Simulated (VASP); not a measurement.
# Be2Se3 (P6/mmm) in VASP: single point with PBE

Aim: the single point of Be2Se3 with PBE.

Everything below comes from runs of VASP 6.6.1. Logs are shortened: lines on timing, memory, paths and dates and some standing lists are left out, and cuts for length are marked.

### 1 The cell of the first run

The structure is hexagonal, space group P6/mmm (No. 191). Conventional cell: a = 6.889 Å, b = 6.889 Å, c = 2.868 Å, α = 90.00°, β = 90.00°, γ = 120.00°. Be (site symmetry -6m2) has 6 Se at 2.45 Å and 2 Be at 2.87 Å within 3.2 Å. Within 3.2 Å of Se (site symmetry mmm) lie 4 Be at 2.45 Å and 2 Se at 2.87 Å.

### 2 Single point, PBE

File POSCAR:

```
Be2Se3
1.0
    6.8888486627      0.0000000000      0.0000000000
   -3.4444243314      5.9659179447      0.0000000000
    0.0000000000      0.0000000000      2.8679980930
Be Se
2 3
Direct
    0.3333333333      0.6666666667      0.5000000000
    0.6666666667      0.3333333333      0.5000000000
    0.5000000000      0.0000000000      0.0000000000
    0.0000000000      0.5000000000      0.0000000000
    0.5000000000      0.5000000000      0.0000000000
```

File INCAR.step1:

```
SYSTEM = Be2Se3
ALGO = Normal
EDIFF = 1E-7
ENCUT = 520
GGA = PE
ISIF = 2
ISMEAR = 0
LASPH = .True.
LCHARG = .True.
LREAL = .False.
LWAVE = .False.
NBANDS = 19
NELM = 60
PREC = Accurate
SIGMA = 0.1
```

File KPOINTS.step1:

```
k-points
0
Gamma
  6 6 12
  0 0 0
```

File INCAR.step2:

```
SYSTEM = Be2Se3
ALGO = Normal
EDIFF = 1E-7
ENCUT = 520
GGA = PE
ICHARG = 11
ISIF = 2
ISMEAR = -5
LASPH = .True.
LCHARG = .False.
LORBIT = 10
LREAL = .False.
LWAVE = .False.
NEDOS = 2001
NELM = 60
PREC = Accurate
SIGMA = 0.1
```

File KPOINTS.step2:

```
k-points
0
Gamma
  9 9 18
  0 0 0
```

Potentials or basis: VASP PAW PBE potentials, release 64 (Be, Se).

Launch:

```bash
$ cat potpaw_PBE.64/Be/POTCAR potpaw_PBE.64/Se/POTCAR > POTCAR
$ cp INCAR.step1 INCAR
$ cp KPOINTS.step1 KPOINTS
$ mpirun -np 1 vasp_std > vasp.out
$ cp INCAR.step2 INCAR
$ cp KPOINTS.step2 KPOINTS
$ mpirun -np 1 vasp_std > vasp.out
```

OUTCAR:

```text
SYSTEM = Be2Se3
   EDIFF = 1E-7
   ENCUT = 520
   GGA = PE
   ICHARG = 11
   ISIF = 2
   ISMEAR = -5
   LASPH = .True.
   LORBIT = 10
   LREAL = .False.
   NELM = 60
   PREC = Accurate

 ion  position               nearest neighbor table
   1  0.333  0.667  0.500-   4 2.45   4 2.45   3 2.45   3 2.45   5 2.45   5 2.45
   2  0.667  0.333  0.500-   4 2.45   4 2.45   3 2.45   3 2.45   5 2.45   5 2.45
   3  0.500  0.000  0.000-   1 2.45   2 2.45   1 2.45   2 2.45
   4  0.000  0.500  0.000-   1 2.45   2 2.45   1 2.45   2 2.45
   5  0.500  0.500  0.000-   1 2.45   2 2.45   1 2.45   2 2.45

  LATTYP: Found a hexagonal cell.
 ALAT       =     6.8888486627
 C/A-ratio  =     0.4163247349

  Lattice vectors:

 A1 = (   6.8888486627,   0.0000000000,   0.0000000000)
 A2 = (  -3.4444243314,   5.9659179447,   0.0000000000)
 A3 = (   0.0000000000,   0.0000000000,   2.8679980930)

Analysis of symmetry for initial positions (statically):
=====================================================================
 Subroutine PRICEL returns:
 Original cell was already a primitive cell.

 Routine SETGRP: Setting up the symmetry group for a
 hexagonal supercell.

 Subroutine GETGRP returns: Found 24 space group operations
 (whereof 24 operations were pure point group operations)
 out of a pool of 24 trial point group operations.

The static configuration has the point symmetry D_6h.

Analysis of symmetry for dynamics (positions and initial velocities):
=====================================================================
 Subroutine PRICEL returns:
 Original cell was already a primitive cell.

 Routine SETGRP: Setting up the symmetry group for a
 hexagonal supercell.

 Subroutine GETGRP returns: Found 24 space group operations
 (whereof 24 operations were pure point group operations)
 out of a pool of 24 trial point group operations.

The dynamic configuration has the point symmetry D_6h.

 Subroutine INISYM returns: Found 24 space group operations
 (whereof 24 operations are pure point group operations),
 and found     1 'primitive' translations

----------------------------------------------------------------------------------------

                                     Primitive cell

  volume of cell :     117.8699

  direct lattice vectors                    reciprocal lattice vectors
     6.888848663  0.000000000  0.000000000     0.145162138  0.083809399  0.000000000
    -3.444424331  5.965917945  0.000000000     0.000000000  0.167618799  0.000000000
     0.000000000  0.000000000  2.867998093     0.000000000  0.000000000  0.348675267

  length of vectors
     6.888848663  6.888848663  2.867998093     0.167618799  0.167618799  0.348675267

  position of ions in fractional coordinates (direct lattice)
     0.333333333  0.666666667  0.500000000
     0.666666667  0.333333333  0.500000000
     0.500000000  0.000000000  0.000000000
     0.000000000  0.500000000  0.000000000
     0.500000000  0.500000000  0.000000000

  ion indices of the primitive-cell ions
   primitive index   ion index
                 1           1
                 2           2
                 3           3
                 4           4
                 5           5

----------------------------------------------------------------------------------------

 KPOINTS: k-points

Automatic generation of k-mesh.
 Grid dimensions read from file:
 generate k-points for:    9    9   18

 Generating k-lattice:

  Cartesian coordinates                     Fractional coordinates (reciprocal lattice)
     0.016129126  0.009312155  0.000000000     0.111111111 -0.000000000  0.000000000
     0.000000000  0.018624311  0.000000000     0.000000000  0.111111111  0.000000000
     0.000000000  0.000000000  0.019370848     0.000000000  0.000000000  0.055555556

  Length of vectors
     0.018624311  0.018624311  0.019370848

  Shift w.r.t. Gamma in fractional coordinates (k-lattice)
     0.000000000  0.000000000  0.000000000

 TETIRR: Found   1476 inequivalent tetrahedra from     8748

 Subroutine IBZKPT returns following result:
 ===========================================

 Found    120 irreducible k-points:

 Following reciprocal coordinates:
            Coordinates               Weight
  0.000000  0.000000  0.000000      1.000000
  0.111111  0.000000  0.000000      6.000000
  0.222222  0.000000  0.000000      6.000000
  0.333333 -0.000000  0.000000      6.000000
  0.444444  0.000000  0.000000      6.000000
  0.111111  0.111111  0.000000      6.000000
[... 16 lines left out ...]
  0.333333  0.222222  0.055556     24.000000
  0.333333  0.333333  0.055556      4.000000
 [... further k-points ...]
   k-points           NKPTS =    120   k-points in BZ     NKDIM =    120   number of bands    NBANDS=     15
   number of dos      NEDOS =   2001   number of ions     NIONS =      5
   total plane-waves  NPLWV =  69984
   dimension x,y,z NGX =    54 NGY =   54 NGZ =   24
   dimension x,y,z NGXF=   108 NGYF=  108 NGZF=   48
   ions per type =               2   3
   NGX,Y,Z   is equivalent  to a cutoff of  13.03, 13.03, 13.91 a.u.
   NGXF,Y,Z  is equivalent  to a cutoff of  26.06, 26.06, 27.82 a.u.
 SYSTEM =  Be2Se3
   PREC   = accura    normal or accurate (medium, high low for compatibility)
   ISTART =      0    job   : 0-new  1-cont  2-samecut
   ICHARG =     11    charge: 1-file 2-atom 10-const
   ISPIN  =      1    spin polarized calculation?
   LNONCOLLINEAR =      F non collinear calculations
   LSORBIT =      F    spin-orbit coupling
   LASPH  =      T    aspherical Exc in radial PAW
   ENCUT  =  520.0 eV  38.22 Ry    6.18 a.u.  12.81 12.81  5.33*2*pi/ulx,y,z
   NELM   =     60;   NELMIN=  2; NELMDL=  0     # of ELM steps
   EDIFF  = 0.1E-06   stopping-criterion for ELM
   LREAL  =      F    real-space projection
   EDIFFG = 0.1E-05   stopping-criterion for IOM
   NSW    =      0    number of steps for IOM
   IBRION =     -1    ionic relax: 0-MD 1-quasi-New 2-CG
   NFREE  =      0    steps in history (QN), initial steepest desc. (CG)
   ISIF   =      2    stress and relaxation
   ISYM   =      2    0-nonsym 1-usesym 2-fastsym
   POTIM  = 0.5000    time-step for ionic-motion
   TEBEG  =    0.0;   TEEND  =   0.0 temperature during run
   PSTRESS=    0.0 pullay stress
   NELECT =      22.0000    total number of electrons
   NUPDOWN=      -1.0000    fix difference up-down
   EMIN   =  10.00;   EMAX   =-10.00  energy-range for DOS
   EFERMI =   0.00;   METHOD = LEGACY
   ISMEAR =    -5;   SIGMA  =   0.10  broadening in eV -4-tet -1-fermi 0-gaus
   EFERMI_NEDOS =   21; number of points for ismear=-14 and -15
   IALGO  =     38    algorithm
   IMIX   =      4    mixing-type and parameters
     AMIX     =   0.40;   BMIX     =  1.00
     AMIX_MAG =   1.60;   BMIX_MAG =  1.00
  volume/ion in A,a.u.               =      23.57       159.09
  Fermi-wavevector in a.u.,A,eV,Ry     =   0.935581  1.767992 11.909344  0.875312
  Thomas-Fermi vector in A             =   2.062503
   LORBIT       =     10    0 simple, 1 ext, 2 COOP (PROOUT), +10 PAW based schemes
   GGA     = PE    functional components
   LHFCALC =     F    Hartree Fock is set to
   AEXX    =    0.0000 exact exchange contribution
   IVDW    =     0    specifies the selected vdW correction
   LEPSILON=     F    determine dielectric tensor
   LRPA    =     F    only Hartree local field effects (RPA)
 non-spin polarized calculation
 Fermi weights with tetrahedron method with Bloechl corrections
  energy-cutoff  :      520.00
  volume of cell :      117.87
 maximum number of plane-waves:      3197
 NGX is ok and might be reduce to    54

 number of electron      22.0000001 magnetization

 Free energy of the ion-electron system (eV)
  ---------------------------------------------------
  ext. energy  EPLUGINS =         0.00000000
  ---------------------------------------------------
  free energy    TOTEN  =       -17.28792202 eV

  energy without entropy =      -17.28792202  energy(sigma->0) =      -17.28792202

 E-fermi :   2.0380     XC(G=0):  -8.0388

 val. band max:        2.1097555574   @ k =   0.3333   0.3333   0.1111
 cond. band min:       1.9635355843   @ k =   0.1111   0.0000   0.3889
 fundamental gap:     -0.1462199731
 Fermi energy:         2.0379989337

 k-point     1 :       0.0000    0.0000    0.0000
  band No.  band energies     occupation
      1     -12.8282      2.00000
      2     -11.6329      2.00000
      3     -11.6329      2.00000
      4      -5.9280      2.00000
      5      -2.7872      2.00000
      6      -2.7872      2.00000
      7       0.3121      2.00000
      8       0.3121      2.00000
      9       1.2337      2.00000
     10       2.8998      0.00000
     11       3.0644      0.00000
     12       4.6108      0.00000
     13       4.6109      0.00000
     14       5.6602      0.00000
     15       5.6604      0.00000

 k-point     2 :       0.1111    0.0000    0.0000
  band No.  band energies     occupation
      1     -12.8038      2.00000
      2     -11.6773      2.00000
      3     -11.6340      2.00000
      4      -5.8330      2.00000
      5      -2.8252      2.00000
      6      -2.7300      2.00000
      7       0.0382      2.00000
      8       0.2459      2.00000
      9       1.1243      2.00000
     10       3.0923      0.00000
     11       3.1642      0.00000
     12       4.5407      0.00000
     13       4.6105      0.00000
     14       5.7236      0.00000
     15       5.8972      0.00000

 k-point     3 :       0.2222    0.0000    0.0000
  band No.  band energies     occupation
      1     -12.7331      2.00000
      2     -11.7971      2.00000
      3     -11.6367      2.00000
      4      -5.5692      2.00000
      5      -2.9476      2.00000
      6      -2.5662      2.00000
      7      -0.5089      2.00000
      8       0.0088      2.00000
      9       0.9376      2.00000
     10       3.1733      0.00000
     11       3.6817      0.00000
     12       4.3607      0.00000
     13       4.6097      0.00000
     14       5.8718      0.00000
     15       6.4980      0.00000
[... 343 lines left out ...]
 k-point    23 :       0.3333    0.2222    0.0556
  band No.  band energies     occupation
      1     -12.4007      2.00000
      2     -12.1393      2.00000
      3     -11.6002      2.00000
      4      -4.5629      2.00000
      5      -3.7101      2.00000
      6      -1.8231      2.00000
      7      -1.3457      2.00000
      8      -0.3827      2.00000
      9       0.2233      2.00000
     10       3.0333     -0.13956
     11       3.3540      0.00000
     12       4.0988      0.00000
     13       5.2115      0.00000
     14       6.3310      0.00000
     15       7.5252      0.00000

 k-point    24 :       0.3333    0.3333    0.0556
  band No.  band energies     occupation
      1     -12.2739      2.00000
      2     -12.2739      2.00000
      3     -11.6017      2.00000
      4      -4.1450      2.00000
      5      -4.1450      2.00000
      6      -1.6886      2.00000
      7      -1.4022      2.00000
      8      -0.1738      2.00000
      9      -0.1738      2.00000
     10       3.1876     -0.12365
     11       3.1876      0.00000
     12       4.0994      0.00000
     13       5.8726      0.00000
     14       5.8726      0.00000
     15       7.6932      0.00000

 [... further k-points ...]

------------------------ aborting loop because EDIFF is reached ----------------------------------------

  FORCE on cell =-STRESS in cart. coord.  units (eV):
  Direction    XX          YY          ZZ          XY          YZ          ZX
  --------------------------------------------------------------------------------------
  -------------------------------------------------------------------------------------
  Total       -0.4269188     -0.4269188      0.3378426      0.0000000      0.0000000     -0.0000000
  in kB       -5.8030068     -5.8030068      4.5922147      0.0000000      0.0000000     -0.0000000
  external PRESSURE =      -2.3379330 kB  Pullay stress =       0.0000000 kB

 VOLUME and BASIS-vectors are now :
 -----------------------------------------------------------------------------
  energy-cutoff  :      520.00
  volume of cell :      117.87
      direct lattice vectors                 reciprocal lattice vectors
     6.888848663  0.000000000  0.000000000     0.145162138  0.083809399  0.000000000
    -3.444424331  5.965917945  0.000000000     0.000000000  0.167618799  0.000000000
     0.000000000  0.000000000  2.867998093     0.000000000  0.000000000  0.348675267

 POSITION                                       TOTAL-FORCE (eV/Angst)
 -----------------------------------------------------------------------------------
     -0.00000      3.97728      1.43400         0.000000     -0.000000      0.000000
      3.44442      1.98864      1.43400        -0.000000      0.000000     -0.000000
      3.44442      0.00000      0.00000        -0.000000     -0.000000     -0.000000
     -1.72221      2.98296      0.00000        -0.000000     -0.000000     -0.000000
      1.72221      2.98296      0.00000        -0.000000     -0.000000     -0.000000
 -----------------------------------------------------------------------------------
    total drift:                                0.000000     -0.000000      0.000000

  FREE ENERGIE OF THE ION-ELECTRON SYSTEM (eV)
  ---------------------------------------------------
  free  energy   TOTEN  =       -17.2879220204 eV

  energy  without entropy=      -17.2879220204  energy(sigma->0) =      -17.28792202

 total charge

# of ion       s       p       d       tot
------------------------------------------
    1        0.336   0.434   0.000   0.770
    2        0.336   0.434   0.000   0.770
    3        1.487   2.283   0.038   3.809
    4        1.487   2.283   0.038   3.809
    5        1.487   2.283   0.038   3.809
--------------------------------------------------
tot          5.134   7.717   0.115  12.966
```

Wall time 6.4 min (1 thread of Intel Xeon 8259CL, shared host); peak memory 0.38 GiB.

What came out:

| Property | Result |
| --- | --- |
| Valence electrons inside the program's atomic spheres | Be 0.77; Se 3.81 |
